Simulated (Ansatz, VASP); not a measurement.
One calculation of C, two programs

```
CELL_PARAMETERS angstrom
0.00000 1.76575 1.76575
1.76575 0.00000 1.76575
1.76575 1.76575 0.00000
ATOMIC_POSITIONS crystal
C 0.50000 0.50000 0.50000
C 0.75000 0.75000 0.75000
```

Alike in both runs: functional LDA; k mesh 8 × 8 × 8; occupations gaussian, width 0.02 eV; no spin polarisation.

Ansatz relaxed the structure, and its values are those at the end. VASP's run is a single point on that final structure, the one shown.

```csv
,VASP,Ansatz
version,VASP 6.6.1,Ansatz 0.2.0
potentials or method,"VASP PAW LDA potentials, release 64 (C_h), cutoff 1300 eV","scalar-relativistic, plane waves, PAW"
valence electrons in the cell,8,8
```

VASP gave:

```
gap on the k mesh at the Fermi level (eV) : 4.17
least direct gap on the mesh (eV)         : 5.63
pressure (GPa)                            : 1.0
```

Question: Estimate Ansatz's values.

Answer: gap on the k mesh at the Fermi level (eV): 4.18; least direct gap on the mesh (eV): 5.62; pressure (GPa): 0.0.

Ansatz warns that its potentials were made for another functional, while VASP's fit it. LDA's correlation is that of Perdew and Zunger in VASP and of Perdew and Wang (1992) in Ansatz.
